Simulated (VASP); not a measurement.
Crystal: MnPt2.

```xyz
3
Lattice="2.8584 0.0000 0.0000 -1.4292 2.4755 0.0000 0.0000 0.0000 6.5325" Properties=species:S:1:pos:R:3 pbc="T T T"
Pt    1.4292    0.8252    2.0656
Pt    0.0000    1.6503    4.4669
Mn    0.0000    0.0000    0.0000
```

Base run:

| Quantity | Value |
| --- | --- |
| Program | VASP 6.6.1 |
| Functional | PBEsol |
| Potentials or basis | VASP PAW PBE potentials, release 64 (Pt, Mn_pv) |
| Cutoff | 520 eV |
| k mesh | 11 × 11 × 4 |
| Occupations | fermi-dirac, width 0.05 eV |
| Spin | no spin polarisation |

Its results: band gap on the k mesh zero (an odd number of electrons rules out a gap without spin polarisation); pressure -25.9 GPa; largest force 0.369 eV/Å.

Problem. The run is repeated on the same cell with these changes: functional from PBEsol to PBE. What comes out?

Solution. Band gap on the k mesh zero (an odd number of electrons rules out a gap without spin polarisation); pressure -17.3 GPa; largest force 0.349 eV/Å.

PBE binds less tightly than PBEsol, so the same cell stands under more pressure.

Caveats: the cell stands under tension; spin-orbit coupling is left out, which moves the levels of the heavy elements; the run has no spin polarisation, though such a crystal can be magnetic; the PAW data sets were made with another functional, which shifts forces and pressure a little (at least some runs).
